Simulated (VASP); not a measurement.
# ZrSiRu4 (P4/mmm) in VASP: a series of runs, part 2 of 2

VASP 6.6.1. Earlier steps stand in the parts before.

## Step 4: Relaxation of cell and atoms, PBE

INCAR

```
SYSTEM = ZrSiRu4
PREC = Accurate
ENCUT = 600
EDIFF = 1E-6
ISMEAR = 0
SIGMA = 0.1
LREAL = .FALSE.
LASPH = .TRUE.
NELM = 80
ALGO = Normal
ISIF = 3
LWAVE = .FALSE.
LCHARG = .FALSE.
GGA = PE
IBRION = 2
NSW = 90
EDIFFG = -0.04
```

KPOINTS

```
regular mesh
0
G
  4 4 4
  0 0 0
```

POSCAR

```
ZrSiRu4
1.0
    3.7554224700      0.0000000000      0.0000000000
    0.0000000000      3.7554224700      0.0000000000
    0.0000000000      0.0000000000      5.3174050400
Zr Si Ru
1 1 4
Direct
    0.0000000000      0.0000000000      0.0000000000
    0.5000000000      0.5000000000      0.5000000000
    0.5000000000      0.0000000000      0.7458124800
    0.0000000000      0.5000000000      0.2541875200
    0.5000000000      0.0000000000      0.2541875200
    0.0000000000      0.5000000000      0.7458124800
```

Potentials or basis: VASP PAW PBE potentials, release 64 (Zr_sv, Si, Ru_pv).

Launch:

```
$ cat potpaw_PBE.64/Zr_sv/POTCAR potpaw_PBE.64/Si/POTCAR potpaw_PBE.64/Ru_pv/POTCAR > POTCAR
$ mpirun -np 1 vasp_std > vasp.out
```

OUTCAR:

```text
SYSTEM = ZrSiRu4
   PREC = Accurate
   ENCUT = 600
   EDIFF = 1E-6
   ISMEAR = 0
   LREAL = .FALSE.
   LASPH = .TRUE.
   NELM = 80
   ISIF = 3
   GGA = PE
   IBRION = 2
   NSW = 90
   EDIFFG = -0.04

 ion  position               nearest neighbor table
   1  0.000  0.000  0.000-   3 2.31   4 2.31   5 2.31   6 2.31   4 2.31   6 2.31   3 2.31   5 2.31

   2  0.500  0.500  0.500-   3 2.29   4 2.29   5 2.29   6 2.29   3 2.29   5 2.29   4 2.29   6 2.29

   3  0.500  0.000  0.746-   2 2.29   2 2.29   1 2.31   1 2.31   5 2.61   6 2.66   6 2.66   6 2.66
                             6 2.66   5 2.70
   4  0.000  0.500  0.254-   2 2.29   2 2.29   1 2.31   1 2.31   6 2.61   5 2.66   5 2.66   5 2.66
                             5 2.66   6 2.70
   5  0.500  0.000  0.254-   2 2.29   2 2.29   1 2.31   1 2.31   3 2.61   4 2.66   4 2.66   4 2.66
                             4 2.66   3 2.70
   6  0.000  0.500  0.746-   2 2.29   2 2.29   1 2.31   1 2.31   4 2.61   3 2.66   3 2.66   3 2.66
                             3 2.66   4 2.70

  LATTYP: Found a simple tetragonal cell.
 ALAT       =     3.7554224700
 C/A-ratio  =     1.4159272578

  Lattice vectors:

 A1 = (   3.7554224700,   0.0000000000,   0.0000000000)
 A2 = (   0.0000000000,   3.7554224700,   0.0000000000)
 A3 = (   0.0000000000,   0.0000000000,   5.3174050400)

Analysis of symmetry for initial positions (statically):
=====================================================================
 Subroutine PRICEL returns:
 Original cell was already a primitive cell.
[... 161 lines left out ...]

--------------------------------------- Ionic step        1  -------------------------------------------

 number of electron      71.9999990 magnetization

 Free energy of the ion-electron system (eV)
  ---------------------------------------------------
  ext. energy  EPLUGINS =         0.00000000
  ---------------------------------------------------
  free energy    TOTEN  =       -42.54196583 eV

  energy without entropy =      -42.51863596  energy(sigma->0) =      -42.53030090

 E-fermi :  13.9751     XC(G=0): -13.8463

 val. band max:       13.9578959256   @ k =   0.5000   0.5000   0.2500
 cond. band min:      13.9984520837   @ k =   0.5000   0.5000   0.2500
 fundamental gap:      0.0405561581
 Fermi energy:        13.9751133556
[... 1774 lines left out ...]
  FREE ENERGIE OF THE ION-ELECTRON SYSTEM (eV)
  ---------------------------------------------------
  free  energy   TOTEN  =       -48.8806493913 eV

  energy  without entropy=      -48.8229671013  energy(sigma->0) =      -48.85180825

[... ionic steps 4 to 12 ...]

--------------------------------------- Ionic step       13  -------------------------------------------

 number of electron      72.0000018 magnetization

------------------------ aborting loop because EDIFF is reached ----------------------------------------
[... 75 lines left out ...]
--------------------------------------- Ionic step       15  -------------------------------------------

 number of electron      72.0000009 magnetization

 Free energy of the ion-electron system (eV)
  ---------------------------------------------------
  ext. energy  EPLUGINS =         0.00000000
  ---------------------------------------------------
  free energy    TOTEN  =       -49.52251273 eV

  energy without entropy =      -49.46505499  energy(sigma->0) =      -49.49378386

 E-fermi :   9.1233     XC(G=0): -12.1010

 val. band max:        9.1229482312   @ k =   0.5000   0.2500   0.5000
 cond. band min:       9.1348332070   @ k =   0.2500   0.2500   0.0000
 fundamental gap:      0.0118849758
 Fermi energy:         9.1233494136
[... 859 lines left out ...]
  FREE ENERGIE OF THE ION-ELECTRON SYSTEM (eV)
  ---------------------------------------------------
  free  energy   TOTEN  =       -49.5225127330 eV

  energy  without entropy=      -49.4650549891  energy(sigma->0) =      -49.49378386

 reached required accuracy - stopping structural energy minimisation
```

CONTCAR:

```text
ZrSiRu4
   1.00000000000000
     4.0080754899350080   -0.0000000000000000    0.0000000000000000
     0.0000000000000000    4.0080754899350080    0.0000000000000000
     0.0000000000000000   -0.0000000000000000    6.3676485641142460
  Zr              Si              Ru
     1     1     4
Direct
     0.0000000000000000    0.0000000000000000    0.0000000000000000
     0.5000000000000000    0.5000000000000000    0.5000000000000000
     0.5000000000000000    1.0000000000000000    0.7107694326365782
     1.0000000000000000    0.5000000000000000    0.2892305673634220
     0.5000000000000000    0.0000000000000000    0.2892305673634220
     0.0000000000000000    0.5000000000000000    0.7107694326365782

  0.00000000E+00  0.00000000E+00  0.00000000E+00
  0.00000000E+00  0.00000000E+00  0.00000000E+00
  0.00000000E+00  0.00000000E+00  0.00000000E+00
  0.00000000E+00  0.00000000E+00  0.00000000E+00
  0.00000000E+00  0.00000000E+00  0.00000000E+00
  0.00000000E+00  0.00000000E+00  0.00000000E+00
```

It took 11 min on 1 thread of AMD EPYC 7R13 (Zen 3), shared host; peak memory 0.21 GiB.

Results:

```
Free energy                            : -49.5225 eV
Relaxed volume                         : 17.05 Å³/atom
Relaxed cell                           : a = 4.008 Å, b = 4.008 Å, c = 6.368 Å, α = 90.00°, β = 90.00°, γ = 90.00°
Space group after relaxing (to 0.05 Å) : P4/mmm (No. 123)
Energy gained by relaxing              : 1163.4 meV/atom
Ionic steps                            : 15
Pressure after relaxing                : 0.2 GPa
Largest force after relaxing           : 0.009 eV/Å
Band gap on the k mesh                 : zero (band 36 reaches 10.51 eV, above the bottom of band 37 at 8.55 eV)
```

Forces on the atoms (eV/Å):
```
Zr   0.000  0.000  0.000
Si   0.000  0.000  0.000
Ru   0.000  0.000  0.009
Ru   0.000  0.000 -0.009
Ru   0.000  0.000 -0.009
Ru   0.000  0.000  0.009
```

The path:
```
step  energy change (eV)  largest force (eV/Å)  pressure (GPa)  volume (Å³)
   1              0.0000                2.4748           98.74        74.99
   2              6.7689                0.5220          -25.31       193.50
   3             -6.3387                1.0517          -10.18       108.49
   4             -6.5226                1.0981           -4.42       104.04
   5             -6.5490                1.1250           -0.63       101.60
   6             -6.5481                1.1183           -1.59       102.18
   7             -6.7494                0.7787           -0.44       101.64
   8             -6.8881                0.0298            2.77       100.81
   9             -6.9170                0.1047           -3.89       105.20
  10             -6.9322                0.0795           -1.55       103.54
  11             -6.9702                0.1257           -0.36       102.82
  12             -6.9765                0.1627            0.50       102.35
  13             -6.9780                0.0057           -1.14       103.13
  14             -6.9793                0.0659           -0.48       102.81
  15             -6.9805                0.0087            0.20       102.29
```

Final structure:
```
Zr Si Ru
1.0
     4.00808    0.00000    0.00000
     0.00000    4.00808    0.00000
     0.00000    0.00000    6.36765
Zr Si Ru
1 1 4
Cartesian
  0.0000 0.0000 0.0000
  2.0040 2.0040 3.1838
  2.0040 4.0081 4.5259
  4.0081 2.0040 1.8417
  2.0040 0.0000 1.8417
  0.0000 2.0040 4.5259
```

Levels at points of the mesh, in eV from the Fermi level:
```
           k point  band 32  band 33  band 34  band 35  band 36  band 37  band 38  band 39  band 40  band 41
(0.00, 0.00, 0.00)     0.02     0.02     0.34     0.80     1.39     1.83     1.86     2.01     2.10     2.39
(0.50, 0.00, 0.00)    -1.45    -0.88    -0.76    -0.58    -0.56    -0.50    -0.38     0.64     0.81     2.51
(0.50, 0.50, 0.00)    -1.10    -1.04    -0.78    -0.34     0.56     0.58     0.74     0.74     1.96     1.96
(0.00, 0.00, 0.50)    -1.43     0.29     0.29     0.60     0.84     1.52     1.52     2.02     2.10     2.83
(0.50, 0.00, 0.50)    -1.40    -1.39    -1.21    -1.11    -1.01    -0.57    -0.54    -0.30     0.37     3.10
(0.50, 0.50, 0.50)    -0.80    -0.80    -0.46    -0.39    -0.39    -0.36     0.47     1.18     1.45     2.34
```

Caveat: the k points lie up to 0.39 Å⁻¹ apart in the final cell; the volume moved by over 15 % at a fixed basis, so the end points are rough.

## Step 5: Single point, PBE

This run uses another cell than the first one, of 17.01 Å³/atom, 1.361 times its volume.

INCAR

```
SYSTEM = ZrSiRu4
ALGO = Fast ; EDIFF = 1E-6
ENCUT = 520 ; GGA = PE
ISIF = 2 ; ISMEAR = 0
LASPH = .True. ; LCHARG = .False.
LREAL = .False. ; LWAVE = .False.
NBANDS = 45 ; NELM = 100
PREC = Accurate ; SIGMA = 0.1
```

KPOINTS

```
k-points
0
Gamma
  10 10 6
  0 0 0
```

POSCAR

```
ZrSiRu4
1.0
    3.9809216404      0.0000000000      0.0000000000
    0.0000000000      3.9809216404      0.0000000000
    0.0000000000      0.0000000000      6.4415358765
Zr Si Ru
1 1 4
Direct
    0.0000000000      0.0000000000      0.0000000000
    0.5000000000      0.5000000000      0.5000000000
    0.5000000000      0.0000000000      0.7121716759
    0.0000000000      0.5000000000      0.2878283241
    0.5000000000      0.0000000000      0.2878283241
    0.0000000000      0.5000000000      0.7121716759
```

Potentials or basis: VASP PAW PBE potentials, release 64 (Zr_sv, Si, Ru_pv).

Launch:

```
$ cat potpaw_PBE.64/Zr_sv/POTCAR potpaw_PBE.64/Si/POTCAR potpaw_PBE.64/Ru_pv/POTCAR > POTCAR
$ mpirun -np 1 vasp_std > vasp.out
```

OUTCAR:

```text
SYSTEM = ZrSiRu4
   EDIFF = 1E-6
   ENCUT = 520
   GGA = PE
   ISIF = 2
   ISMEAR = 0
   LASPH = .True.
   LREAL = .False.
   NELM = 100
   PREC = Accurate

 ion  position               nearest neighbor table
   1  0.000  0.000  0.000-   3 2.72   4 2.72   5 2.72   6 2.72   4 2.72   6 2.72   3 2.72   5 2.72

   2  0.500  0.500  0.500-   3 2.41   4 2.41   5 2.41   6 2.41   3 2.41   5 2.41   4 2.41   6 2.41

   3  0.500  0.000  0.712-   2 2.41   2 2.41   1 2.72   1 2.72   5 2.73   6 2.81   6 2.81   6 2.81
                             6 2.81
   4  0.000  0.500  0.288-   2 2.41   2 2.41   1 2.72   1 2.72   6 2.73   5 2.81   5 2.81   5 2.81
                             5 2.81
   5  0.500  0.000  0.288-   2 2.41   2 2.41   1 2.72   1 2.72   3 2.73   4 2.81   4 2.81   4 2.81
                             4 2.81
   6  0.000  0.500  0.712-   2 2.41   2 2.41   1 2.72   1 2.72   4 2.73   3 2.81   3 2.81   3 2.81
                             3 2.81

  LATTYP: Found a simple tetragonal cell.
 ALAT       =     3.9809216404
 C/A-ratio  =     1.6181016504

  Lattice vectors:

 A1 = (   3.9809216404,   0.0000000000,   0.0000000000)
 A2 = (   0.0000000000,   3.9809216404,   0.0000000000)
 A3 = (   0.0000000000,   0.0000000000,   6.4415358765)

[... 190 lines left out ...]

 k-point     1 :       0.0000    0.0000    0.0000
  band No.  band energies     occupation
      1     -38.9528      2.00000
      2     -33.1316      2.00000
      3     -33.1316      2.00000
      4     -33.1237      2.00000
      5     -33.0994      2.00000
      6     -33.0994      2.00000
[... 1141 lines left out ...]
     44      13.0322      0.00000
     45      13.3675      0.00000

 [... further k-points ...]

------------------------ aborting loop because EDIFF is reached ----------------------------------------

  FORCE on cell =-STRESS in cart. coord.  units (eV):
  Direction    XX          YY          ZZ          XY          YZ          ZX
  --------------------------------------------------------------------------------------
  -------------------------------------------------------------------------------------
  Total        0.0173995      0.0173995      0.0252652      0.0000000      0.0000000     -0.0000000
  in kB        0.2730812      0.2730812      0.3965307      0.0000000      0.0000000     -0.0000000
  external PRESSURE =       0.3142310 kB  Pullay stress =       0.0000000 kB

 VOLUME and BASIS-vectors are now :
 -----------------------------------------------------------------------------
  energy-cutoff  :      520.00
  volume of cell :      102.08
      direct lattice vectors                 reciprocal lattice vectors
     3.980921640  0.000000000  0.000000000     0.251198112  0.000000000  0.000000000
     0.000000000  3.980921640  0.000000000     0.000000000  0.251198112  0.000000000
     0.000000000  0.000000000  6.441535876     0.000000000  0.000000000  0.155242479

 POSITION                                       TOTAL-FORCE (eV/Angst)
 -----------------------------------------------------------------------------------
      0.00000      0.00000      0.00000        -0.000000      0.000000      0.000000
      1.99046      1.99046      3.22077        -0.000000      0.000000      0.000000
      1.99046      0.00000      4.58748         0.000000      0.000000     -0.004727
      0.00000      1.99046      1.85406        -0.000000      0.000000      0.004727
      1.99046      0.00000      1.85406         0.000000      0.000000      0.004727
      0.00000      1.99046      4.58748        -0.000000      0.000000     -0.004727
 -----------------------------------------------------------------------------------
    total drift:                                0.000000      0.000000      0.000000

  FREE ENERGIE OF THE ION-ELECTRON SYSTEM (eV)
  ---------------------------------------------------
  free  energy   TOTEN  =       -49.6255183887 eV

  energy  without entropy=      -49.5851471251  energy(sigma->0) =      -49.60533276
```

OSZICAR:

```text
N       E                     dE             d eps       ncg     rms          rms(c)
DAV:   1     0.842422598333E+03    0.84242E+03   -0.42638E+04  7624   0.167E+03
DAV:   2    -0.163357593961E+02   -0.85876E+03   -0.84030E+03  7958   0.511E+02
DAV:   3    -0.509283822465E+02   -0.34593E+02   -0.33459E+02 10945   0.964E+01
DAV:   4    -0.520528600676E+02   -0.11245E+01   -0.11179E+01 10496   0.133E+01
DAV:   5    -0.520761092422E+02   -0.23249E-01   -0.23237E-01  9241   0.193E+00    0.249E+01
RMM:   6    -0.496930005801E+02    0.23831E+01   -0.11277E+01  7624   0.165E+01    0.805E+00
RMM:   7    -0.497252363685E+02   -0.32236E-01   -0.23274E+00  9090   0.548E+00    0.452E+00
RMM:   8    -0.496270231752E+02    0.98213E-01   -0.55990E-01  8727   0.340E+00    0.186E+00
RMM:   9    -0.496226910817E+02    0.43321E-02   -0.17187E-01  9076   0.186E+00    0.671E-01
RMM:  10    -0.496249406235E+02   -0.22495E-02   -0.60413E-02  9868   0.101E+00    0.285E-01
RMM:  11    -0.496251736459E+02   -0.23302E-03   -0.14362E-02 10310   0.478E-01    0.161E-01
RMM:  12    -0.496254260873E+02   -0.25244E-03   -0.40984E-03 10829   0.238E-01    0.974E-02
RMM:  13    -0.496254691003E+02   -0.43013E-04   -0.11635E-03 10381   0.138E-01    0.369E-02
RMM:  14    -0.496254998630E+02   -0.30763E-04   -0.46122E-04 12328   0.697E-02    0.328E-02
RMM:  15    -0.496255117809E+02   -0.11918E-04   -0.12332E-04 12297   0.345E-02    0.154E-02
RMM:  16    -0.496255169999E+02   -0.52190E-05   -0.34865E-05  9968   0.173E-02    0.103E-02
RMM:  17    -0.496255180548E+02   -0.10549E-05   -0.13771E-05  7989   0.105E-02    0.116E-02
RMM:  18    -0.496255183887E+02   -0.33397E-06   -0.31239E-06  6276   0.570E-03
   1 F= -.49625518E+02 E0= -.49605333E+02  d E =-.403713E-01
```

stdout:

```text
POSCAR found type information on POSCAR ZrSiRu
 POSCAR found :  3 types and       6 ions
 scaLAPACK will be used
 LDA part: xc-table for (Slater+PW92), standard interpolation
 POSCAR, INCAR and KPOINTS ok, starting setup
 FFT: planning ... GRIDC
 FFT: planning ... GRID_SOFT
 FFT: planning ... GRID
 WAVECAR not read
 entering main loop
WARNING in EDDRMM: call to ZHEGV failed, returncode =   8  4     43
WARNING in EDDRMM: call to ZHEGV failed, returncode =   8  4     23
WARNING in EDDRMM: call to ZHEGV failed, returncode =   6  3     38
WARNING in EDDRMM: call to ZHEGV failed, returncode =   8  4     24
WARNING in EDDRMM: call to ZHEGV failed, returncode =   8  4     41
WARNING in EDDRMM: call to ZHEGV failed, returncode =   6  3     17
WARNING in EDDRMM: call to ZHEGV failed, returncode =   8  4     26
WARNING in EDDRMM: call to ZHEGV failed, returncode =   8  4     24
WARNING in EDDRMM: call to ZHEGV failed, returncode =   6  3     25
WARNING in EDDRMM: call to ZHEGV failed, returncode =   6  3     33
WARNING in EDDRMM: call to ZHEGV failed, returncode =   8  4     17
WARNING in EDDRMM: call to ZHEGV failed, returncode =   6  3     25
WARNING in EDDRMM: call to ZHEGV failed, returncode =   6  3     27
WARNING in EDDRMM: call to ZHEGV failed, returncode =   6  3     24
```

It took 7.1 min on 1 thread of AMD EPYC 7R13 (Zen 3), shared host; peak memory 0.39 GiB.

Results:

```yaml
Free_energy: -49.6255 eV
Pressure: 0.0 GPa
Largest_force: 0.005 eV/Å
Band_gap_on_the_k_mesh: zero (band 36 reaches 10.47 eV, above the bottom of band 37 at 8.58 eV)
```

Forces in eV/Å, atoms in the order of the input:
```
Zr   0.000  0.000  0.000
Si   0.000  0.000  0.000
Ru   0.000  0.000 -0.005
Ru   0.000  0.000  0.005
Ru   0.000  0.000  0.005
Ru   0.000  0.000 -0.005
```

Levels at points of the mesh, in eV from the Fermi level:
```
           k point  band 34  band 35  band 36  band 37  band 38  band 39
(0.00, 0.00, 0.00)     0.42     0.85     1.31     1.65     1.86     2.12
(0.50, 0.00, 0.00)    -0.82    -0.67    -0.61    -0.46    -0.45     0.60
(0.50, 0.50, 0.00)    -0.78    -0.31     0.55     0.56     0.61     0.61
(0.00, 0.00, 0.50)     0.28     0.69     0.89     1.58     1.58     2.12
(0.50, 0.00, 0.50)    -1.20    -1.09    -1.08    -0.59    -0.56    -0.36
(0.50, 0.50, 0.50)    -0.43    -0.42    -0.42    -0.26     0.46     1.14
```

## Step 6: The runs side by side

```csv
task,cell,k mesh,cutoff (eV),gap on the mesh (eV),pressure (GPa),largest force (eV/Å)
single point,"a = 3.755, b = 3.755, c = 5.317 Å, 6 atoms",4 × 4 × 4,520,none,98.7,2.48
single point,"a = 4.017, b = 4.017, c = 6.344 Å, 6 atoms",4 × 4 × 4,520,none,0.1,0.01
relaxation of cell and atoms,"relaxed from a = 3.755, b = 3.755, c = 5.317 Å, 6 atoms",4 × 4 × 4,600,none,0.2,0.01
single point,"a = 3.981, b = 3.981, c = 6.442 Å, 6 atoms",10 × 10 × 6,520,none,0.0,-
```

Alike in all rows: level PBE; potentials or basis VASP PAW PBE potentials, release 64 (Zr_sv, Si, Ru_pv); no spin polarisation; smearing gaussian 0.1 eV.

Caveats: some runs use coarse meshes; forces of over 1 eV/Å act on the atoms, so gaps and moduli don't describe the material at rest (some runs); the volume moved by over 15 % at a fixed basis, so the end points are rough (some runs).

Absolute energies hang on the potentials; compare differences alone.
